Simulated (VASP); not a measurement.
# Ge5H2 in VASP: notebook

Runs on Ge5H2. Level: LDA. Tasks: single point.

Everything below comes from runs of VASP 6.6.1. Logs are shortened: lines on timing, memory, paths and dates and some standing lists are left out, and cuts for length are marked.

## (1) The cell of the first run

The cell holds a slab with vacuum, 28 atoms: a = 7.950 Å, b = 7.950 Å, c = 19.378 Å, α = 90.00°, β = 90.00°, γ = 90.00°.

## (2) Single point, LDA

Contents of INCAR:

```
  PREC = Accurate
  ENCUT = 520
  EDIFF = 1E-7
  ISMEAR = 0
  SIGMA = 0.05
  LREAL = Auto
  LASPH = True
  NELM = 80
  ALGO = Normal
  ISIF = 2
  LWAVE = False
  LCHARG = True
  LDIPOL = True
  IDIPOL = 3
  DIPOL = 0.5 0.5 0.341
  LELF = True
  LVHAR = True
  LVACPOTAV = True
  NBANDS = 164
```

Contents of KPOINTS:

```
Automatic mesh
0
Gamma
  3 3 1
```

Contents of POSCAR:

```
Ge5H2
1.0
    7.9504584305      0.0000000000      0.0000000000
    0.0000000000      7.9504584305      0.0000000000
    0.0000000000      0.0000000000     19.3782629924
Ge H
20 8
Direct
    0.5000000000      0.5000000000      0.2531929680
    0.5000000000      0.0000000000      0.2531929680
    0.0000000000      0.5000000000      0.2531929680
    0.0000000000      0.0000000000      0.2531929680
    0.7500000000      0.5000000000      0.3257204060
    0.7500000000      0.0000000000      0.3257204060
    0.2500000000      0.5000000000      0.3257204060
    0.2500000000      0.0000000000      0.3257204060
    0.7478020773      0.7482687042      0.3994405622
    0.7478020773      0.2517312958      0.3994405622
    0.2511357522      0.7493698905      0.3959710918
    0.2511357522      0.2506301095      0.3959710918
   -0.0001623077      0.7226500455      0.4714494204
   -0.0001623077      0.2773499545      0.4714494204
    0.4972244845      0.7260084235      0.4726061168
    0.4972244845      0.2739915765      0.4726061168
    0.0992347416      0.0000000000      0.4951144324
    0.0952932280      0.5000000000      0.5518790661
    0.4028917793      0.0000000000      0.5088236910
    0.4299150161      0.5000000000      0.5567250147
    0.5090621173      0.6542935074      0.2055986752
    0.5090621173      0.3457064926      0.2055986752
    0.5090621173      0.1542935074      0.2055986752
    0.5090621173     -0.1542935074      0.2055986752
   -0.0090621173      0.3457064926      0.2055986752
   -0.0090621173      0.6542935074      0.2055986752
   -0.0090621173     -0.1542935074      0.2055986752
   -0.0090621173      0.1542935074      0.2055986752
```

Potentials or basis: VASP PAW LDA potentials, release 64 (Ge_d, H).

On the command line:

```sh
$ cat potpaw_LDA.64/Ge_d/POTCAR potpaw_LDA.64/H/POTCAR > POTCAR
$ mpirun -np 1 vasp_std > vasp.out
```

OUTCAR:

```text
PREC = Accurate
   ENCUT = 520
   EDIFF = 1E-7
   ISMEAR = 0
   LREAL = Auto
   LASPH = True
   NELM = 80
   ISIF = 2

 ion  position               nearest neighbor table
   1  0.500  0.500  0.253-  21 1.54  22 1.54   5 2.43   7 2.43
   2  0.500  0.000  0.253-  23 1.54  24 1.54   6 2.43   8 2.43
   3  0.000  0.500  0.253-  25 1.54  26 1.54   5 2.43   7 2.43
   4  0.000  0.000  0.253-  27 1.54  28 1.54   6 2.43   8 2.43
   5  0.750  0.500  0.326-   1 2.43   3 2.43   9 2.44  10 2.44
   6  0.750  0.000  0.326-   2 2.43   4 2.43   9 2.46  10 2.46
[... 8 lines left out ...]
  15  0.497  0.726  0.473-  19 2.41   9 2.45  11 2.46  20 2.48
  16  0.497  0.274  0.473-  19 2.41  10 2.45  12 2.46  20 2.48
  17  0.099  0.000  0.495-  13 2.39  14 2.39  19 2.43
  18  0.095  0.500  0.552-  13 2.48  14 2.48  20 2.66
  19  0.403  0.000  0.509-  15 2.41  16 2.41  17 2.43
  20  0.430  0.500  0.557-  15 2.48  16 2.48  18 2.66
  21  0.509  0.654  0.206-   1 1.54
  22  0.509  0.346  0.206-   1 1.54
  23  0.509  0.154  0.206-   2 1.54
  24  0.509  0.846  0.206-   2 1.54
  25  0.991  0.346  0.206-   3 1.54
  26  0.991  0.654  0.206-   3 1.54
  27  0.991  0.846  0.206-   4 1.54
  28  0.991  0.154  0.206-   4 1.54

  LATTYP: Found a simple tetragonal cell.
 ALAT       =     7.9504584305
 C/A-ratio  =     2.4373768081

  Lattice vectors:

 A1 = (   7.9504584305,   0.0000000000,   0.0000000000)
 A2 = (   0.0000000000,   7.9504584305,   0.0000000000)
 A3 = (   0.0000000000,   0.0000000000,  19.3782629924)

Analysis of symmetry for initial positions (statically):
=====================================================================
 Subroutine PRICEL returns:
 Original cell was already a primitive cell.

 Routine SETGRP: Setting up the symmetry group for a
 simple tetragonal supercell.

 Subroutine GETGRP returns: Found  2 space group operations
 (whereof  2 operations were pure point group operations)
 out of a pool of 16 trial point group operations.

The static configuration has the point symmetry C_1h.

Analysis of symmetry for dynamics (positions and initial velocities):
=====================================================================
 Subroutine PRICEL returns:
 Original cell was already a primitive cell.

 Routine SETGRP: Setting up the symmetry group for a
 simple tetragonal supercell.

 Subroutine GETGRP returns: Found  2 space group operations
 (whereof  2 operations were pure point group operations)
 out of a pool of 16 trial point group operations.

The dynamic configuration has the point symmetry C_1h.

 Subroutine INISYM returns: Found  2 space group operations
 (whereof  2 operations are pure point group operations),
 and found     1 'primitive' translations

----------------------------------------------------------------------------------------

                                     Primitive cell

  volume of cell :    1224.8959

  direct lattice vectors                    reciprocal lattice vectors
     7.950458431  0.000000000  0.000000000     0.125778911  0.000000000  0.000000000
     0.000000000  7.950458431  0.000000000     0.000000000  0.125778911  0.000000000
     0.000000000  0.000000000 19.378262992     0.000000000  0.000000000  0.051604212

  length of vectors
     7.950458431  7.950458431 19.378262992     0.125778911  0.125778911  0.051604212

  position of ions in fractional coordinates (direct lattice)
     0.500000000  0.500000000  0.253192968
     0.500000000  0.000000000  0.253192968
     0.000000000  0.500000000  0.253192968
     0.000000000  0.000000000  0.253192968
     0.750000000  0.500000000  0.325720406
     0.750000000  0.000000000  0.325720406
[... 20 lines left out ...]
     0.990937883  0.845706493  0.205598675
     0.990937883  0.154293507  0.205598675

  ion indices of the primitive-cell ions
   primitive index   ion index
                 1           1
                 2           2
                 3           3
                 4           4
                 5           5
                 6           6
[... 20 lines left out ...]
                27          27
                28          28

----------------------------------------------------------------------------------------

 KPOINTS: Automatic mesh

Automatic generation of k-mesh.
 Grid dimensions read from file:
 generate k-points for:    3    3    1

 Generating k-lattice:

  Cartesian coordinates                     Fractional coordinates (reciprocal lattice)
     0.041926304  0.000000000  0.000000000     0.333333333  0.000000000  0.000000000
     0.000000000  0.041926304  0.000000000     0.000000000  0.333333333  0.000000000
     0.000000000  0.000000000  0.051604212     0.000000000  0.000000000  1.000000000

  Length of vectors
     0.041926304  0.041926304  0.051604212

  Shift w.r.t. Gamma in fractional coordinates (k-lattice)
     0.000000000  0.000000000  0.000000000

 Subroutine IBZKPT returns following result:
 ===========================================

 Found      4 irreducible k-points:

 Following reciprocal coordinates:
            Coordinates               Weight
  0.000000  0.000000  0.000000      1.000000
  0.333333  0.000000  0.000000      2.000000
  0.000000  0.333333  0.000000      2.000000
  0.333333  0.333333  0.000000      4.000000
   k-points           NKPTS =      4   k-points in BZ     NKDIM =      4   number of bands    NBANDS=    164
   number of dos      NEDOS =    301   number of ions     NIONS =     28
   total plane-waves  NPLWV = 518400
   dimension x,y,z NGX =    60 NGY =   60 NGZ =  144
   dimension x,y,z NGXF=   120 NGYF=  120 NGZF=  288
   ions per type =              20   8
   NGX,Y,Z   is equivalent  to a cutoff of  12.55, 12.55, 12.35 a.u.
   NGXF,Y,Z  is equivalent  to a cutoff of  25.09, 25.09, 24.71 a.u.
 SYSTEM =  unknown system
   PREC   = accura    normal or accurate (medium, high low for compatibility)
   ISTART =      0    job   : 0-new  1-cont  2-samecut
   ICHARG =      2    charge: 1-file 2-atom 10-const
   ISPIN  =      1    spin polarized calculation?
   LNONCOLLINEAR =      F non collinear calculations
   LSORBIT =      F    spin-orbit coupling
   LASPH  =      T    aspherical Exc in radial PAW
   ENCUT  =  520.0 eV  38.22 Ry    6.18 a.u.  14.78 14.78 36.03*2*pi/ulx,y,z
   NELM   =     80;   NELMIN=  2; NELMDL= -5     # of ELM steps
   EDIFF  = 0.1E-06   stopping-criterion for ELM
   LREAL  =      T    real-space projection
   EDIFFG = 0.1E-05   stopping-criterion for IOM
   NSW    =      0    number of steps for IOM
   IBRION =     -1    ionic relax: 0-MD 1-quasi-New 2-CG
   NFREE  =      0    steps in history (QN), initial steepest desc. (CG)
   ISIF   =      2    stress and relaxation
   ISYM   =      2    0-nonsym 1-usesym 2-fastsym
   POTIM  = 0.5000    time-step for ionic-motion
   TEBEG  =    0.0;   TEEND  =   0.0 temperature during run
   PSTRESS=    0.0 pullay stress
   NELECT =     288.0000    total number of electrons
   NUPDOWN=      -1.0000    fix difference up-down
   EMIN   =  10.00;   EMAX   =-10.00  energy-range for DOS
   EFERMI =   0.00;   METHOD = LEGACY
   ISMEAR =     0;   SIGMA  =   0.05  broadening in eV -4-tet -1-fermi 0-gaus
   EFERMI_NEDOS =   21; number of points for ismear=-14 and -15
   IALGO  =     38    algorithm
   IMIX   =      4    mixing-type and parameters
     AMIX     =   0.40;   BMIX     =  1.00
     AMIX_MAG =   1.60;   BMIX_MAG =  1.00
  volume/ion in A,a.u.               =      43.75       295.21
  Fermi-wavevector in a.u.,A,eV,Ry     =   1.010429  1.909435 13.891104  1.020967
  Thomas-Fermi vector in A             =   2.143418
   LORBIT       =      0    0 simple, 1 ext, 2 COOP (PROOUT), +10 PAW based schemes
   GGA     = CA    functional components
   LHFCALC =     F    Hartree Fock is set to
   AEXX    =    0.0000 exact exchange contribution
   IVDW    =     0    specifies the selected vdW correction
   LEPSILON=     F    determine dielectric tensor
   LRPA    =     F    only Hartree local field effects (RPA)
 non-spin polarized calculation
 Gauss-broadening in eV      SIGMA  =   0.05
  energy-cutoff  :      520.00
  volume of cell :     1224.90
 maximum number of plane-waves:     33008
 NGX is ok and might be reduce to    60
   NGX = 29   NGY = 29   NGZ = 73

 dipolmoment           0.000000      0.000000     -0.005641 electrons x Angstroem

 number of electron     287.9999869 magnetization

 dipolmoment           0.000000      0.000000      0.043855 electrons x Angstroem

 Free energy of the ion-electron system (eV)
  ---------------------------------------------------
  ext. energy  EPLUGINS =         0.00000000
  ---------------------------------------------------
  free energy    TOTEN  =      -124.03760669 eV

  energy without entropy =     -124.01858234  energy(sigma->0) =     -124.02809451

 E-fermi :  -1.4204     XC(G=0):  -4.7625

 val. band max:       -1.4252882062   @ k =   0.3333   0.3333   0.0000
 cond. band min:      -1.4116227038   @ k =   0.3333   0.0000   0.0000
 fundamental gap:      0.0136655024
 Fermi energy:        -1.4203865304

 k-point     1 :       0.0000    0.0000    0.0000
  band No.  band energies     occupation
      1     -26.0057      2.00000
      2     -25.9801      2.00000
      3     -25.9534      2.00000
      4     -25.9417      2.00000
      5     -25.9123      2.00000
      6     -25.9033      2.00000
[... 148 lines left out ...]
    155       0.9906      0.00000
    156       1.2954      0.00000

 k-point     2 :       0.3333    0.0000    0.0000
  band No.  band energies     occupation
      1     -26.0057      2.00000
      2     -25.9801      2.00000
      3     -25.9536      2.00000
      4     -25.9416      2.00000
      5     -25.9133      2.00000
      6     -25.9036      2.00000
[... 148 lines left out ...]
    155       1.4273      0.00000
    156       1.5349      0.00000

 k-point     3 :       0.0000    0.3333    0.0000
  band No.  band energies     occupation
      1     -26.0053      2.00000
      2     -25.9799      2.00000
      3     -25.9543      2.00000
      4     -25.9421      2.00000
      5     -25.9148      2.00000
      6     -25.9059      2.00000
[... 148 lines left out ...]
    155       1.5394      0.00000
    156       1.6760      0.00000

 k-point     4 :       0.3333    0.3333    0.0000
  band No.  band energies     occupation
      1     -26.0053      2.00000
      2     -25.9798      2.00000
      3     -25.9544      2.00000
      4     -25.9421      2.00000
      5     -25.9158      2.00000
      6     -25.9059      2.00000
[... 148 lines left out ...]
    155       1.8699      0.00000
    156       1.8974      0.00000
 [bands above 156 left out]

------------------------ aborting loop because EDIFF is reached ----------------------------------------

  FORCE on cell =-STRESS in cart. coord.  units (eV):
  Direction    XX          YY          ZZ          XY          YZ          ZX
  --------------------------------------------------------------------------------------
  -------------------------------------------------------------------------------------
  Total       -3.6609518      9.7744014     -0.0587358      0.0000000      0.0000000     -0.0701304
  in kB       -4.7885652     12.7850244     -0.0768270      0.0000000      0.0000000     -0.0917313
  external PRESSURE =       2.6398774 kB  Pullay stress =       0.0000000 kB

 VOLUME and BASIS-vectors are now :
 -----------------------------------------------------------------------------
  energy-cutoff  :      520.00
  volume of cell :     1224.90
      direct lattice vectors                 reciprocal lattice vectors
     7.950458431  0.000000000  0.000000000     0.125778911  0.000000000  0.000000000
     0.000000000  7.950458431  0.000000000     0.000000000  0.125778911  0.000000000
     0.000000000  0.000000000 19.378262992     0.000000000  0.000000000  0.051604212

 POSITION                                       TOTAL-FORCE (eV/Angst)
 -----------------------------------------------------------------------------------
      3.97523      3.97523      4.90644         0.130809      0.000000      0.250099
      3.97523      0.00000      4.90644         0.049231      0.000000      0.229135
      0.00000      3.97523      4.90644        -0.112386      0.000000      0.262686
      0.00000      0.00000      4.90644        -0.064636      0.000000      0.261088
      5.96284      3.97523      6.31190        -0.070522      0.000000     -0.094915
      5.96284      0.00000      6.31190         0.027624      0.000000      0.159782
[... 20 lines left out ...]
      7.87841      6.72375      3.98415         0.026488     -0.007409      0.013065
      7.87841      1.22670      3.98415         0.026488      0.007409      0.013065
 -----------------------------------------------------------------------------------
    total drift:                               -0.002190     -0.000000     -0.012218

  FREE ENERGIE OF THE ION-ELECTRON SYSTEM (eV)
  ---------------------------------------------------
  free  energy   TOTEN  =      -124.0376066853 eV

  energy  without entropy=     -124.0185823380  energy(sigma->0) =     -124.02809451

 vacuum level on the upper side and lower side of the slab         3.526         3.401
```

Wall time 46 min (1 thread of Intel Xeon Platinum 8488C (Sapphire Rapids), shared host); peak memory 1 GiB.

Results:

| Property | Result |
| --- | --- |
| Free energy | -124.0376 eV |
| Largest force | 0.815 eV/Å |
| Band gap on the k mesh | zero (bands 144 and 145 overlap by 0.07 eV) |

Forces in eV/Å, atoms in the order of the input:
```
Ge   0.131  0.000  0.250
Ge   0.049  0.000  0.229
Ge  -0.112  0.000  0.263
Ge  -0.065  0.000  0.261
Ge  -0.071  0.000 -0.095
Ge   0.028  0.000  0.160
Ge   0.010  0.000 -0.815
Ge   0.021  0.000 -0.743
Ge   0.005  0.007 -0.001
Ge   0.005 -0.007 -0.001
Ge   0.003  0.008 -0.001
Ge   0.003 -0.008 -0.001
Ge  -0.008  0.003 -0.010
Ge  -0.008 -0.003 -0.010
Ge   0.016 -0.010  0.010
Ge   0.016  0.010  0.010
Ge  -0.001  0.000  0.505
Ge  -0.018  0.000 -0.037
Ge  -0.004  0.000  0.019
Ge  -0.007  0.000  0.011
H   -0.062  0.005 -0.012
H   -0.062 -0.005 -0.012
H   -0.013  0.007  0.005
H   -0.013 -0.007  0.005
H    0.052 -0.004 -0.008
H    0.052  0.004 -0.008
H    0.026 -0.007  0.013
H    0.026  0.007  0.013
```

[end of part 1 of 2]
